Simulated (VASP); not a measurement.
# HfC (Pm-3m) in VASP: further runs

HfC is run at these levels: r2SCAN; tasks: single point.

Program: VASP 6.6.1. These are calculated values, not measurements. Logs are shortened: lines on timing, memory, paths and dates and some standing lists are left out, and cuts for length are marked.

## Step 1: The cell of the first run

Symmetry: Pm-3m, No. 221, cubic system. Conventional cell: a = 2.742 Å, b = 2.742 Å, c = 2.742 Å, α = 90.00°, β = 90.00°, γ = 90.00°. Hf (site symmetry m-3m) has 8 C at 2.37 Å and 6 Hf at 2.74 Å within 3.1 Å. C (site symmetry m-3m) has 8 Hf at 2.37 Å and 6 C at 2.74 Å within 3.1 Å.

## Step 2: Single point, r2SCAN

File POSCAR:

```
HfC
1.0
    2.7421320426      0.0000000000      0.0000000000
    0.0000000000      2.7421320426      0.0000000000
    0.0000000000      0.0000000000      2.7421320426
Hf C
1 1
Direct
    0.0000000000      0.0000000000      0.0000000000
    0.5000000000      0.5000000000      0.5000000000
```

File INCAR.step1:

```
PREC = Accurate ; ENCUT = 520
ISMEAR = -1 ; SIGMA = 0.05
LREAL = False ; LASPH = True
NELM = 100 ; NBANDS = 14
GGA = PE ; ALGO = Normal
EDIFF = 1E-4 ; LWAVE = True
LCHARG = False
```

File INCAR.step2:

```
PREC = Accurate ; ENCUT = 520
EDIFF = 1E-6 ; ISMEAR = -1
SIGMA = 0.05 ; LREAL = False
LASPH = True ; NELM = 100
ALGO = Normal ; ISIF = 2
LWAVE = False ; LCHARG = False
METAGGA = R2SCAN ; LMIXTAU = True
NBANDS = 14 ; ISTART = 1
```

File KPOINTS:

```
regular mesh
0
Gamma
  8 8 8
```

Potentials or basis: VASP PAW PBE potentials, release 64 (Hf_pv, C).

The run is started by

```sh
$ cat potpaw_PBE.64/Hf_pv/POTCAR potpaw_PBE.64/C/POTCAR > POTCAR
$ cp INCAR.step1 INCAR
$ mpirun -np 1 vasp_std > vasp.out
$ cp INCAR.step2 INCAR
$ mpirun -np 1 vasp_std > vasp.out
```

OUTCAR:

```text
PREC = Accurate
   ENCUT = 520
   EDIFF = 1E-6
   ISMEAR = -1
   LREAL = False
   LASPH = True
   NELM = 100
   ISIF = 2
   METAGGA = R2SCAN
   ISTART = 1

 ion  position               nearest neighbor table
   1  0.000  0.000  0.000-   2 2.37   2 2.37   2 2.37   2 2.37   2 2.37   2 2.37   2 2.37   2 2.37

   2  0.500  0.500  0.500-   1 2.37   1 2.37   1 2.37   1 2.37   1 2.37   1 2.37   1 2.37   1 2.37

  LATTYP: Found a simple cubic cell.
 ALAT       =     2.7421320426

  Lattice vectors:

 A1 = (   2.7421320426,   0.0000000000,   0.0000000000)
 A2 = (   0.0000000000,   2.7421320426,   0.0000000000)
 A3 = (   0.0000000000,   0.0000000000,   2.7421320426)

Analysis of symmetry for initial positions (statically):
=====================================================================
 Subroutine PRICEL returns:
 Original cell was already a primitive cell.

 Routine SETGRP: Setting up the symmetry group for a
 simple cubic supercell.

 Subroutine GETGRP returns: Found 48 space group operations
 (whereof 48 operations were pure point group operations)
 out of a pool of 48 trial point group operations.

The static configuration has the point symmetry O_h .

Analysis of symmetry for dynamics (positions and initial velocities):
=====================================================================
 Subroutine PRICEL returns:
 Original cell was already a primitive cell.

 Routine SETGRP: Setting up the symmetry group for a
 simple cubic supercell.

 Subroutine GETGRP returns: Found 48 space group operations
 (whereof 48 operations were pure point group operations)
 out of a pool of 48 trial point group operations.

The dynamic configuration has the point symmetry O_h .

 Subroutine INISYM returns: Found 48 space group operations
 (whereof 48 operations are pure point group operations),
 and found     1 'primitive' translations

----------------------------------------------------------------------------------------

                                     Primitive cell

  volume of cell :      20.6189

  direct lattice vectors                    reciprocal lattice vectors
     2.742132043  0.000000000  0.000000000     0.364679740  0.000000000  0.000000000
     0.000000000  2.742132043  0.000000000     0.000000000  0.364679740  0.000000000
     0.000000000  0.000000000  2.742132043     0.000000000  0.000000000  0.364679740

  length of vectors
     2.742132043  2.742132043  2.742132043     0.364679740  0.364679740  0.364679740

  position of ions in fractional coordinates (direct lattice)
     0.000000000  0.000000000  0.000000000
     0.500000000  0.500000000  0.500000000

  ion indices of the primitive-cell ions
   primitive index   ion index
                 1           1
                 2           2

----------------------------------------------------------------------------------------

 KPOINTS: regular mesh

Automatic generation of k-mesh.
 Grid dimensions read from file:
 generate k-points for:    8    8    8

 Generating k-lattice:

  Cartesian coordinates                     Fractional coordinates (reciprocal lattice)
     0.045584967  0.000000000  0.000000000     0.125000000  0.000000000  0.000000000
     0.000000000  0.045584967  0.000000000     0.000000000  0.125000000  0.000000000
     0.000000000  0.000000000  0.045584967     0.000000000  0.000000000  0.125000000

  Length of vectors
     0.045584967  0.045584967  0.045584967

  Shift w.r.t. Gamma in fractional coordinates (k-lattice)
     0.000000000  0.000000000  0.000000000

 Subroutine IBZKPT returns following result:
 ===========================================

 Found     35 irreducible k-points:

 Following reciprocal coordinates:
            Coordinates               Weight
  0.000000  0.000000  0.000000      1.000000
  0.125000  0.000000  0.000000      6.000000
  0.250000  0.000000  0.000000      6.000000
  0.375000  0.000000  0.000000      6.000000
  0.500000  0.000000  0.000000      3.000000
  0.125000  0.125000  0.000000     12.000000
[... 16 lines left out ...]
  0.375000  0.375000  0.125000     24.000000
  0.500000  0.375000  0.125000     24.000000
 [... further k-points ...]
   k-points           NKPTS =     35   k-points in BZ     NKDIM =     35   number of bands    NBANDS=     14
   number of dos      NEDOS =    301   number of ions     NIONS =      2
   total plane-waves  NPLWV =   8000
   dimension x,y,z NGX =    20 NGY =   20 NGZ =   20
   dimension x,y,z NGXF=    40 NGYF=   40 NGZF=   40
   ions per type =               1   1
   NGX,Y,Z   is equivalent  to a cutoff of  12.13, 12.13, 12.13 a.u.
   NGXF,Y,Z  is equivalent  to a cutoff of  24.25, 24.25, 24.25 a.u.
 SYSTEM =  unknown system
   PREC   = accura    normal or accurate (medium, high low for compatibility)
   ISTART =      1    job   : 0-new  1-cont  2-samecut
   ICHARG =      0    charge: 1-file 2-atom 10-const
   ISPIN  =      1    spin polarized calculation?
   LNONCOLLINEAR =      F non collinear calculations
   LSORBIT =      F    spin-orbit coupling
   LASPH  =      T    aspherical Exc in radial PAW
   ENCUT  =  520.0 eV  38.22 Ry    6.18 a.u.   5.10  5.10  5.10*2*pi/ulx,y,z
   NELM   =    100;   NELMIN=  2; NELMDL=  0     # of ELM steps
   EDIFF  = 0.1E-05   stopping-criterion for ELM
   LREAL  =      F    real-space projection
   EDIFFG = 0.1E-04   stopping-criterion for IOM
   NSW    =      0    number of steps for IOM
   IBRION =     -1    ionic relax: 0-MD 1-quasi-New 2-CG
   NFREE  =      0    steps in history (QN), initial steepest desc. (CG)
   ISIF   =      2    stress and relaxation
   ISYM   =      2    0-nonsym 1-usesym 2-fastsym
   POTIM  = 0.5000    time-step for ionic-motion
   TEBEG  =    0.0;   TEEND  =   0.0 temperature during run
   PSTRESS=    0.0 pullay stress
   NELECT =      14.0000    total number of electrons
   NUPDOWN=      -1.0000    fix difference up-down
   EMIN   =  10.00;   EMAX   =-10.00  energy-range for DOS
   EFERMI =   0.00;   METHOD = LEGACY
   ISMEAR =    -1;   SIGMA  =   0.05  broadening in eV -4-tet -1-fermi 0-gaus
   EFERMI_NEDOS =   21; number of points for ismear=-14 and -15
   IALGO  =     38    algorithm
   IMIX   =      4    mixing-type and parameters
     AMIX     =   0.40;   BMIX     =  1.00
     AMIX_MAG =   1.60;   BMIX_MAG =  1.00
  volume/ion in A,a.u.               =      10.31        69.57
  Fermi-wavevector in a.u.,A,eV,Ry     =   1.438895  2.719118 28.169764  2.070419
  Thomas-Fermi vector in A             =   2.557811
   LORBIT       =      0    0 simple, 1 ext, 2 COOP (PROOUT), +10 PAW based schemes
   METAGGA = R2SCAN    functional components
   LHFCALC =     F    Hartree Fock is set to
   AEXX    =    0.0000 exact exchange contribution
   IVDW    =     0    specifies the selected vdW correction
   LEPSILON=     F    determine dielectric tensor
   LRPA    =     F    only Hartree local field effects (RPA)
 non-spin polarized calculation
  energy-cutoff  :      520.00
  volume of cell :       20.62
 maximum number of plane-waves:       568
   NGX = 11   NGY = 11   NGZ = 11

 number of electron      14.0000005 magnetization

 Free energy of the ion-electron system (eV)
  ---------------------------------------------------
  ext. energy  EPLUGINS =         0.00000000
  ---------------------------------------------------
  free energy    TOTEN  =       -54.01673773 eV

  energy without entropy =      -54.00431425  energy(sigma->0) =      -54.01052599

 E-fermi :   8.0489     XC(G=0): -14.3842

 val. band max:        8.0455745570   @ k =   0.5000   0.5000   0.1250
 cond. band min:       8.0826480136   @ k =   0.5000   0.1250   0.1250
 fundamental gap:      0.0370734566
 Fermi energy:         8.0489187304

 k-point     1 :       0.0000    0.0000    0.0000
  band No.  band energies     occupation
      1     -22.5838      2.00000
      2     -22.5838      2.00000
      3     -22.5838      2.00000
      4      -6.4751      2.00000
      5       5.6287      2.00000
      6       5.6287      2.00000
      7       9.4394      0.00000
      8       9.4394      0.00000
      9       9.4394      0.00000
     10      15.5175      0.00000
     11      15.5175      0.00000
     12      15.5175      0.00000
     13      18.1309      0.00000
     14      20.8209      0.00000

 k-point     2 :       0.1250    0.0000    0.0000
  band No.  band energies     occupation
      1     -22.8708      2.00000
      2     -22.5574      2.00000
      3     -22.5574      2.00000
      4      -6.0406      2.00000
      5       5.3963      2.00000
      6       5.8140      2.00000
      7       8.9155      0.00000
      8       8.9155      0.00000
      9       9.5105      0.00000
     10      15.6228      0.00000
     11      15.9462      0.00000
     12      15.9462      0.00000
     13      18.8522      0.00000
     14      20.8209      0.00000

 k-point     3 :       0.2500    0.0000    0.0000
  band No.  band energies     occupation
      1     -23.5156      2.00000
      2     -22.4931      2.00000
      3     -22.4931      2.00000
      4      -4.8984      2.00000
      5       3.8755      2.00000
      6       6.3060      2.00000
      7       7.8484      1.96439
      8       7.8484      1.96439
      9      11.2582      0.00000
     10      15.8885      0.00000
     11      16.9188      0.00000
     12      16.9188      0.00000
     13      20.1229      0.00000
     14      20.8215      0.00000
[... 324 lines left out ...]
 k-point    23 :       0.3750    0.3750    0.1250
  band No.  band energies     occupation
      1     -23.8142      2.00000
      2     -23.7634      2.00000
      3     -22.5305      2.00000
      4      -3.1647      2.00000
      5       3.3739      2.00000
      6       4.5496      2.00000
      7       7.7774      1.99127
      8       9.2945      0.00000
      9      12.6804      0.00000
     10      13.3501      0.00000
     11      16.7613      0.00000
     12      16.9117      0.00000
     13      20.8194      0.00000
     14      21.2078      0.00000

 k-point    24 :       0.5000    0.3750    0.1250
  band No.  band energies     occupation
      1     -24.0024      2.00000
      2     -23.7406      2.00000
      3     -22.5035      2.00000
      4      -3.2276      2.00000
      5       3.6908      2.00000
      6       4.2697      2.00000
      7       8.5516      0.00009
      8       8.5539      0.00008
      9      12.6627      0.00000
     10      12.9096      0.00000
     11      16.7576      0.00000
     12      17.7065      0.00000
     13      20.8203      0.00000
     14      22.4840      0.00000

 [... further k-points ...]
[... 5 lines left out ...]
  --------------------------------------------------------------------------------------
  -------------------------------------------------------------------------------------
  Total        5.5500241      5.5500241      5.5500241      0.0000000     -0.0000000      0.0000000
  in kB      431.2611749    431.2611749    431.2611749      0.0000000     -0.0000000      0.0000000
  external PRESSURE =     431.2611749 kB  Pullay stress =       0.0000000 kB

 VOLUME and BASIS-vectors are now :
 -----------------------------------------------------------------------------
  energy-cutoff  :      520.00
  volume of cell :       20.62
      direct lattice vectors                 reciprocal lattice vectors
     2.742132043  0.000000000  0.000000000     0.364679740  0.000000000  0.000000000
     0.000000000  2.742132043  0.000000000     0.000000000  0.364679740  0.000000000
     0.000000000  0.000000000  2.742132043     0.000000000  0.000000000  0.364679740

 POSITION                                       TOTAL-FORCE (eV/Angst)
 -----------------------------------------------------------------------------------
      0.00000      0.00000      0.00000         0.000000      0.000000      0.000000
      1.37107      1.37107      1.37107         0.000000      0.000000      0.000000
 -----------------------------------------------------------------------------------
    total drift:                                0.000000      0.000000      0.000000

  FREE ENERGIE OF THE ION-ELECTRON SYSTEM (eV)
  ---------------------------------------------------
  free  energy   TOTEN  =       -54.0167377327 eV

  energy  without entropy=      -54.0043142494  energy(sigma->0) =      -54.01052599
```

Run time: 27 s. Hardware: 1 thread of Intel Xeon 6975P-C (Granite Rapids), shared host; peak memory 0.13 GiB.

Results:

- Free energy: -54.0167 eV
- Pressure: 43.1 GPa
- Band gap on the k mesh: zero (band 7 reaches 9.44 eV, above the bottom of band 8 at 6.95 eV)

Levels at points of the mesh, in eV from the Fermi level:
```csv
k point,band 4,band 5,band 6,band 7,band 8,band 9,band 10,band 11
"(0.00, 0.00, 0.00)",-14.52,-2.42,-2.42,1.39,1.39,1.39,7.47,7.47
"(0.50, 0.00, 0.00)",-10.30,-7.70,-1.43,-1.43,-0.89,8.25,8.47,10.44
"(0.50, 0.50, 0.00)",-11.73,-2.88,-2.88,-1.01,2.28,3.65,3.65,6.43
"(0.50, 0.50, 0.50)",-7.91,-6.95,-6.95,-6.95,11.15,11.40,11.40,11.40
```

Caveat: the PAW data sets were made with another functional, which shifts forces and pressure a little; spin-orbit coupling is left out, which moves the levels of the heavy elements.

## Step 3: Single point, r2SCAN

This run uses another cell than the first one, of 10.75 Å³/atom, 1.043 times its volume.

File POSCAR:

```
HfC
1.0
    2.7810472019      0.0000000000      0.0000000000
    0.0000000000      2.7810472019      0.0000000000
    0.0000000000      0.0000000000      2.7810472019
Hf C
1 1
Direct
    0.0000000000      0.0000000000      0.0000000000
    0.5000000000      0.5000000000      0.5000000000
```

File INCAR.step1:

```
  ALGO = Normal
  EDIFF = 1E-4
  ENCUT = 520
  GGA = PE
  ISMEAR = -1
  LASPH = T
  LCHARG = F
  LREAL = F
  LWAVE = T
  NBANDS = 14
  NELM = 60
  PREC = Accurate
  SIGMA = 0.05
```

File INCAR.step2:

```
  ALGO = Normal
  EDIFF = 1E-6
  ENCUT = 520
  ISIF = 2
  ISMEAR = -1
  ISTART = 1
  LASPH = T
  LCHARG = F
  LMIXTAU = T
  LREAL = F
  LWAVE = F
  METAGGA = R2SCAN
  NBANDS = 14
  NELM = 60
  PREC = Accurate
  SIGMA = 0.05
```

File KPOINTS:

```
k-points
0
Gamma
  8 8 8
```

Potentials or basis: VASP PAW PBE potentials, release 64 (Hf_pv, C).

The run is started by

```sh
$ cat potpaw_PBE.64/Hf_pv/POTCAR potpaw_PBE.64/C/POTCAR > POTCAR
$ cp INCAR.step1 INCAR
$ mpirun -np 1 vasp_std > vasp.out
$ cp INCAR.step2 INCAR
$ mpirun -np 1 vasp_std > vasp.out
```

Wall time 23 s (1 thread of Intel Xeon 6975P-C (Granite Rapids), shared host); peak memory 0.14 GiB.

Results (log left out):

```
Free energy            : -54.2140 eV
Pressure               : 28.2 GPa
Band gap on the k mesh : zero (band 7 reaches 8.97 eV, above the bottom of band 8 at 6.64 eV)
```

Levels at points of the mesh, in eV from the Fermi level:
| k point | band 5 | band 6 | band 7 | band 8 | band 9 | band 10 |
| --- | --- | --- | --- | --- | --- | --- |
| (0.00, 0.00, 0.00) | -2.26 | -2.26 | 1.30 | 1.30 | 1.30 | 7.16 |
| (0.50, 0.00, 0.00) | -7.52 | -1.35 | -1.35 | -0.82 | 7.88 | 8.09 |
| (0.50, 0.50, 0.00) | -2.90 | -2.90 | -1.01 | 2.22 | 3.55 | 3.55 |
| (0.50, 0.50, 0.50) | -6.63 | -6.63 | -6.63 | 10.60 | 10.77 | 10.77 |

Caveat: the PAW data sets were made with another functional, which shifts forces and pressure a little; spin-orbit coupling is left out, which moves the levels of the heavy elements.
